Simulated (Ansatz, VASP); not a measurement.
## LuPW in VASP and in Ansatz

File INCAR:

```
ALGO = Normal ; EDIFF = 1E-7
EDIFFG = -0.01 ; ENCUT = 600
GGA = PE ; IBRION = 2
ISIF = 3 ; ISMEAR = 0
LASPH = True ; LCHARG = False
LREAL = False ; LWAVE = False
NELM = 100 ; NSW = 100
PREC = Accurate ; SIGMA = 0.1
```

KPOINTS

```
k-points
0
Gamma
  15 15 12
```

File POSCAR:

```
LuPW
1.0
    4.1276456104      0.0000000000      0.0000000000
   -2.0638228052      3.5746459564      0.0000000000
    0.0000000000      0.0000000000      3.8774537665
Lu P W
1 1 1
Direct
    0.6666666667      0.3333333333      0.0000000000
    0.0000000000      0.0000000000      0.5000000000
    0.3333333333      0.6666666667      0.5000000000
```

Input for Ansatz:

```yaml
crystal:
  lattice:
    - [4.1276456104, 0.0, 0.0]
    - [-2.0638228052, 3.5746459564, 0.0]
    - [0.0, 0.0, 3.8774537665]
  atoms:
    - { symbol: Lu, position: [0.6666666667, 0.3333333333, 0.0] }
    - { symbol: P, position: [0.0, 0.0, 0.5] }
    - { symbol: W, position: [0.3333333333, 0.6666666667, 0.5] }
basis:
  ecutwfc: 420
kpoints:
  mp_grid: { grid: [15, 15, 12] }
hamiltonian:
  xc: pbe
scf:
  occupations: { method: gaussian, width: 0.1 }
output:
  forces: true
  stress: true
  eigenvalues: true
relax:
  adjacent_minimum: "off"
  f_tol: 0.01
  max_steps: 80
  cell: { stress_tol: 0.05 }
```

Change from the starting cell: species swapped into the CeNiAs type (P-6m2, No. 187).

Alike in both runs: task relaxation of cell and atoms; functional PBE; k mesh 15 × 15 × 12; occupations gaussian, width 0.1 eV; no spin polarisation.

|  | VASP | Ansatz |
| --- | --- | --- |
| version | VASP 6.6.1 | Ansatz 0.2.0 |
| potentials or method | VASP PAW PBE potentials, release 64 (Lu, P, W_sv), cutoff 600 eV | scalar-relativistic, plane waves, PAW |
| valence electrons in the cell | 44 | 44 |

Ansatz gave:

* gap on the k mesh at the Fermi level, each at its own relaxed structure (eV): none
* relaxed volume (Å³/atom): 19.03
* relaxed length of the cell vector where the two differ most in proportion (Å): 3.863

Which values does VASP return?

gap on the k mesh at the Fermi level, each at its own relaxed structure (eV): none; relaxed volume (Å³/atom): 19.09; relaxed length of the cell vector where the two differ most in proportion (Å): 3.874.

A gap of «none» marks a metal or a gap that the smearing closes.

Neither program's run includes spin-orbit coupling.
